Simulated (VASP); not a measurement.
# FePb (Pm-3m) in VASP: notebook, part 2 of 2

VASP 6.6.1. Earlier steps stand in the parts before.

## (3) Single point, PBE, collinear spin, antiferromagnetic start

This run uses another cell than the first one: it holds 4 atoms, not 2.

Contents of INCAR:

```
ALGO = Fast
EDIFF = 1E-6
ENCUT = 520
GGA = PE
ISIF = 2
ISMEAR = 0
ISPIN = 2
LASPH = True
LCHARG = False
LMAXMIX = 4
LORBIT = 11
LREAL = False
LWAVE = False
MAGMOM = 3 -3 0 0
NBANDS = 34
NELM = 150
PREC = Accurate
SIGMA = 0.1
```

Contents of KPOINTS:

```
k-points
0
Gamma
  12 12 6
```

Contents of POSCAR:

```
FePb
1.0
    3.3986417989      0.0000000000      3.3986417989
    0.0000000000      3.3986417989      3.3986417989
    0.0000000000      0.0000000000      6.7972835978
Fe Pb
2 2
Direct
    1.0000000000      1.0000000000      0.0000000000
    1.0000000000      1.0000000000      0.5000000000
    0.5000000000      0.5000000000      0.7500000000
    0.5000000000      0.5000000000      0.2500000000
```

Potentials or basis: VASP PAW PBE potentials, release 64 (Fe, Pb_d).

Launch:

```console
cat potpaw_PBE.64/Fe/POTCAR potpaw_PBE.64/Pb_d/POTCAR > POTCAR
mpirun -np 1 vasp_std > vasp.out
```

OUTCAR:

```text
EDIFF = 1E-6
   ENCUT = 520
   GGA = PE
   ISIF = 2
   ISMEAR = 0
   ISPIN = 2
   LASPH = True
   LORBIT = 11
   LREAL = False
   NELM = 150
   PREC = Accurate

 ion  position               nearest neighbor table
   1  0.000  0.000  0.000-   3 2.94   4 2.94   3 2.94   4 2.94   3 2.94   4 2.94   3 2.94   4 2.94

   2  0.000  0.000  0.500-   4 2.94   3 2.94   3 2.94   4 2.94   3 2.94   4 2.94   4 2.94   3 2.94

   3  0.500  0.500  0.750-   2 2.94   1 2.94   1 2.94   2 2.94   1 2.94   2 2.94   2 2.94   1 2.94
                             4 3.40   4 3.40   4 3.40   4 3.40   4 3.40   4 3.40
   4  0.500  0.500  0.250-   1 2.94   2 2.94   1 2.94   2 2.94   1 2.94   2 2.94   1 2.94   2 2.94
                             3 3.40   3 3.40   3 3.40   3 3.40   3 3.40   3 3.40

  LATTYP: Found a face centered cubic cell.
 ALAT       =     6.7972835978

  Lattice vectors:

 A1 = (   3.3986417989,  -3.3986417989,   0.0000000000)
 A2 = (   3.3986417989,   0.0000000000,   3.3986417989)
 A3 = (   0.0000000000,  -3.3986417989,   3.3986417989)

Analysis of symmetry for initial positions (statically):
=====================================================================
 Subroutine PRICEL returns following result:

  LATTYP: Found a simple cubic cell.
 ALAT       =     3.3986417989
[... 12 lines left out ...]
 Subroutine GETGRP returns: Found 48 space group operations
 (whereof 48 operations were pure point group operations)
 out of a pool of 48 trial point group operations.

The static configuration has the point symmetry O_h .

Analysis of symmetry for dynamics (positions and initial velocities):
=====================================================================
 Subroutine PRICEL returns following result:

  LATTYP: Found a simple cubic cell.
 ALAT       =     3.3986417989
[... 12 lines left out ...]
 Subroutine GETGRP returns: Found 48 space group operations
 (whereof 48 operations were pure point group operations)
 out of a pool of 48 trial point group operations.

The dynamic configuration has the point symmetry O_h .

Analysis of structural, dynamic, and magnetic symmetry:
=====================================================================
 Subroutine PRICEL returns following result:

  LATTYP: Found a simple cubic cell.
 ALAT       =     3.3986417989
[... 12 lines left out ...]
 Subroutine GETGRP returns: Found 48 space group operations
 (whereof 48 operations were pure point group operations)
 out of a pool of 48 trial point group operations.

The overall configuration has the point symmetry O_h .

 Subroutine INISYM returns: Found 48 space group operations
 (whereof 48 operations are pure point group operations),
 and found     2 'primitive' translations

----------------------------------------------------------------------------------------

                                     Primitive cell

  volume of cell :      39.2569

  direct lattice vectors                    reciprocal lattice vectors
     0.000000000 -3.398641799  0.000000000     0.000000000 -0.294235185  0.000000000
     3.398641799  0.000000000  0.000000000     0.294235185  0.000000000  0.000000000
     0.000000000  0.000000000  3.398641799     0.000000000  0.000000000  0.294235185

  length of vectors
[... 81 lines left out ...]
   NELM   =    150;   NELMIN=  2; NELMDL= -5     # of ELM steps
   EDIFF  = 0.1E-05   stopping-criterion for ELM
   LREAL  =      F    real-space projection
   EDIFFG = 0.1E-04   stopping-criterion for IOM
   NSW    =      0    number of steps for IOM
   IBRION =     -1    ionic relax: 0-MD 1-quasi-New 2-CG
   NFREE  =      0    steps in history (QN), initial steepest desc. (CG)
   ISIF   =      2    stress and relaxation
   ISYM   =      2    0-nonsym 1-usesym 2-fastsym
   POTIM  = 0.5000    time-step for ionic-motion
   TEBEG  =    0.0;   TEEND  =   0.0 temperature during run
   PSTRESS=    0.0 pullay stress
   NELECT =      44.0000    total number of electrons
   NUPDOWN=      -1.0000    fix difference up-down
   EMIN   =  10.00;   EMAX   =-10.00  energy-range for DOS
   EFERMI =   0.00;   METHOD = LEGACY
   ISMEAR =     0;   SIGMA  =   0.10  broadening in eV -4-tet -1-fermi 0-gaus
   EFERMI_NEDOS =   21; number of points for ismear=-14 and -15
   IALGO  =     68    algorithm
   IMIX   =      4    mixing-type and parameters
     AMIX     =   0.40;   BMIX     =  1.00
     AMIX_MAG =   1.60;   BMIX_MAG =  1.00
  volume/ion in A,a.u.               =      19.63       132.46
  Fermi-wavevector in a.u.,A,eV,Ry     =   1.349720  2.550601 24.786331  1.821744
  Thomas-Fermi vector in A             =   2.477284
   LORBIT       =     11    0 simple, 1 ext, 2 COOP (PROOUT), +10 PAW based schemes
   GGA     = PE    functional components
   LHFCALC =     F    Hartree Fock is set to
   AEXX    =    0.0000 exact exchange contribution
   IVDW    =     0    specifies the selected vdW correction
   LEPSILON=     F    determine dielectric tensor
   LRPA    =     F    only Hartree local field effects (RPA)
 spin polarized calculation
 RMM-DIIS sequential band-by-band and
 Gauss-broadening in eV      SIGMA  =   0.10
  energy-cutoff  :      520.00
  volume of cell :       78.51
 maximum number of plane-waves:      2148
 NGX is ok and might be reduce to    36

 number of electron      44.0000002 magnetization      -0.0000000

 number of electron      44.0000002 magnetization       0.0000000

 Free energy of the ion-electron system (eV)
  ---------------------------------------------------
  ext. energy  EPLUGINS =         0.00000000
  ---------------------------------------------------
  free energy    TOTEN  =       -20.62133363 eV

  energy without entropy =      -20.60532224  energy(sigma->0) =      -20.61332794

 E-fermi :   7.8006     XC(G=0): -11.4119

 val. band max:        7.7692857574   @ k =   0.4167   0.0000   0.3333
 cond. band min:       7.8069645704   @ k =   0.3333   0.2500   0.1667
 fundamental gap:      0.0376788129
 Fermi energy:         7.8005573967

 spin component 1

 k-point     1 :       0.0000    0.0000    0.0000
  band No.  band energies     occupation
      1      -9.3260      1.00000
      2      -9.3260      1.00000
      3      -9.2121      1.00000
      4      -9.2121      1.00000
      5      -9.2121      1.00000
      6      -8.9580      1.00000
[... 877 lines left out ...]
     33      17.5565      0.00000
     34      17.7976      0.00000

 [... further k-points ...]

 spin component 2

 k-point     1 :       0.0000    0.0000    0.0000
  band No.  band energies     occupation
      1      -9.3260      1.00000
      2      -9.3260      1.00000
      3      -9.2121      1.00000
      4      -9.2121      1.00000
      5      -9.2121      1.00000
      6      -8.9580      1.00000
[... 877 lines left out ...]
     33      17.5579      0.00000
     34      17.8852      0.00000

 [... further k-points ...]

------------------------ aborting loop because EDIFF is reached ----------------------------------------

  FORCE on cell =-STRESS in cart. coord.  units (eV):
  Direction    XX          YY          ZZ          XY          YZ          ZX
  --------------------------------------------------------------------------------------
  -------------------------------------------------------------------------------------
  Total       -0.0553265     -0.0553265     -0.0553265      0.0000000     -0.0000000      0.0000000
  in kB       -1.1290086     -1.1290086     -1.1290086      0.0000000     -0.0000000      0.0000000
  external PRESSURE =      -1.1290086 kB  Pullay stress =       0.0000000 kB

 VOLUME and BASIS-vectors are now :
 -----------------------------------------------------------------------------
  energy-cutoff  :      520.00
  volume of cell :       78.51
      direct lattice vectors                 reciprocal lattice vectors
     3.398641799  0.000000000  3.398641799     0.294235185  0.000000000  0.000000000
     0.000000000  3.398641799  3.398641799     0.000000000  0.294235185  0.000000000
     0.000000000  0.000000000  6.797283598    -0.147117593 -0.147117593  0.147117593

 POSITION                                       TOTAL-FORCE (eV/Angst)
 -----------------------------------------------------------------------------------
      0.00000      0.00000      0.00000        -0.000000      0.000000     -0.000000
      0.00000      0.00000      3.39864        -0.000000     -0.000000     -0.000000
      1.69932      1.69932      8.49660        -0.000000      0.000000     -0.000000
      1.69932      1.69932      5.09796         0.000000     -0.000000      0.000000
 -----------------------------------------------------------------------------------
    total drift:                                0.000000      0.000000      0.000000

  FREE ENERGIE OF THE ION-ELECTRON SYSTEM (eV)
  ---------------------------------------------------
  free  energy   TOTEN  =       -20.6213336318 eV

  energy  without entropy=      -20.6053222424  energy(sigma->0) =      -20.61332794

 total charge

# of ion       s       p       d       tot
------------------------------------------
    1        0.321   0.250   6.285   6.856
    2        0.321   0.250   6.285   6.856
    3        1.302   0.947   9.834  12.082
    4        1.302   0.947   9.834  12.082
--------------------------------------------------
tot          3.246   2.394  32.237  37.877

 magnetization (x)

# of ion       s       p       d       tot
------------------------------------------
    1        0.016   0.037   2.368   2.420
    2       -0.016  -0.037  -2.368  -2.420
    3        0.000   0.000   0.000   0.000
    4        0.000   0.000   0.000   0.000
--------------------------------------------------
tot          0.000   0.000   0.000   0.000
```

It took 3.4 min on 1 thread of Intel Xeon 6975P-C (Granite Rapids), shared host; peak memory 0.4 GiB.

What came out:

| Item | Value |
| --- | --- |
| Free energy | -20.6213 eV |
| Pressure | -0.1 GPa |
| Band gap on the k mesh | zero (filled and empty bands overlap) |
| Net moment | 0.00 μB per cell |
| Site moments | Fe +2.42, -2.42; Pb +0.00 μB |
| Valence electrons inside the program's atomic spheres | Fe 6.86; Pb 12.08 |

Caveat: the antiferromagnetic order is the one typed at the start, and another may lie lower; spin-orbit coupling is left out, which moves the levels of the heavy elements.

## (4) Relaxation of cell and atoms, PBE, collinear spin, ferromagnetic start

Contents of INCAR:

```
SYSTEM = FePb
  PREC = Accurate
  ENCUT = 600
  EDIFF = 1E-6
  ISMEAR = 0
  SIGMA = 0.1
  LREAL = .False.
  LASPH = .True.
  NELM = 150
  ALGO = Normal
  ISIF = 3
  LWAVE = .False.
  LCHARG = .False.
  ISPIN = 2
  MAGMOM = 3 0
  LORBIT = 11
  LMAXMIX = 4
  GGA = PE
  IBRION = 2
  NSW = 80
  EDIFFG = -0.01
```

Contents of KPOINTS:

```
Automatic mesh
0
Gamma
  12 12 12
  0 0 0
```

Contents of POSCAR:

```
FePb
1.0
    3.3986417989      0.0000000000      0.0000000000
    0.0000000000      3.3986417989      0.0000000000
    0.0000000000      0.0000000000      3.3986417989
Fe Pb
1 1
Direct
    0.0000000000      0.0000000000      0.0000000000
    0.5000000000      0.5000000000      0.5000000000
```

Launch:

```console
cat potpaw_PBE.64/Fe/POTCAR potpaw_PBE.64/Pb_d/POTCAR > POTCAR
mpirun -np 1 vasp_std > vasp.out
```

Wall time 2.8 min (1 thread of Intel Xeon Platinum 8259CL at 2.50GHz (Skylake/Cascade Lake), shared host); peak memory 0.26 GiB.

Results (log left out):

| Quantity | Value |
| --- | --- |
| Free energy | -10.4361 eV |
| Relaxed volume | 19.58 Å³/atom |
| Relaxed cell | a = 3.396 Å, b = 3.396 Å, c = 3.396 Å, α = 90.00°, β = 90.00°, γ = 90.00° |
| Space group after relaxing (to 0.1 Å) | Pm-3m (No. 221) |
| Energy gained by relaxing | 0.0 meV/atom |
| Ionic steps | 2 |
| Pressure after relaxing | 0.0 GPa |
| Net moment | 2.56 μB per cell |
| Site moments | Fe +2.66; Pb -0.06 μB |
| Valence electrons inside the program's atomic spheres | Fe 6.83; Pb 12.09 |

Final structure:
```yaml
crystal:
  lattice:
    - [3.39600, 0.00000, 0.00000]
    - [0.00000, 3.39600, 0.00000]
    - [0.00000, 0.00000, 3.39600]
  atoms:
    - { symbol: Fe, position: [0.00000, 0.00000, 0.00000] }
    - { symbol: Pb, position: [0.50000, 0.50000, 0.50000] }
```

Levels at points of the mesh, in eV from the Fermi level:
Spin up:
```tsv
k point	band 10	band 11	band 12	band 13	band 14	band 15
(0.00, 0.00, 0.00)	-2.12	-2.12	2.40	2.40	2.40	4.30
(0.50, 0.00, 0.00)	-2.69	-2.16	-1.63	6.21	6.21	7.18
(0.50, 0.50, 0.00)	-2.31	-2.31	-1.80	-1.34	0.74	7.24
(0.50, 0.50, 0.50)	-1.78	-1.78	1.67	1.67	1.67	2.58
```
Spin down:
```tsv
k point	band 6	band 7	band 8	band 9	band 10	band 11	band 12	band 13	band 14	band 15
(0.00, 0.00, 0.00)	-11.84	-0.83	-0.83	0.46	0.46	0.46	2.44	2.44	2.44	4.83
(0.50, 0.00, 0.00)	-9.52	-5.92	-0.78	-0.52	-0.52	0.40	0.80	6.63	6.63	7.36
(0.50, 0.50, 0.00)	-7.78	-3.40	-3.40	-1.15	0.15	0.15	0.75	1.08	2.01	7.12
(0.50, 0.50, 0.50)	-5.41	-2.93	-2.93	-2.93	0.77	0.77	2.74	2.74	2.74	3.14
```

Caveat: spin-orbit coupling is left out, which moves the levels of the heavy elements.

## (5) Overview

```csv
task,level,spin,cell,k mesh,cutoff (eV),gap on the mesh (eV),pressure (GPa),moment (μB)
single point,r2SCAN,"collinear, ferromagnetic start","a = 3.399 Å, 2 atoms, atomic positions A",12 × 12 × 12,520,none,0.7,2.89
single point,PBE,"collinear, antiferromagnetic start","a = 4.806, b = 4.806, c = 6.797 Å, angles 45.0, 45.0, 60.0°, 4 atoms, atomic positions B",12 × 12 × 6,520,none,-0.1,0.00
relaxation of cell and atoms,PBE,"collinear, ferromagnetic start","relaxed from a = 3.399 Å, 2 atoms, atomic positions A",12 × 12 × 12,600,none,0.0,2.56
```

Alike in all rows: potentials or basis VASP PAW PBE potentials, release 64 (Fe, Pb_d); smearing gaussian 0.1 eV.

Caveats: spin-orbit coupling is left out, which moves the levels of the heavy elements; the PAW data sets were made with another functional, which shifts forces and pressure a little (at least some runs); the antiferromagnetic order is the one typed at the start, and another may lie lower (at least some runs).

Total energies depend on the potentials used, so only differences within one code and one set of settings carry meaning.

The gap in the log of VASP goes by the Fermi energy; the results here count the filled bands.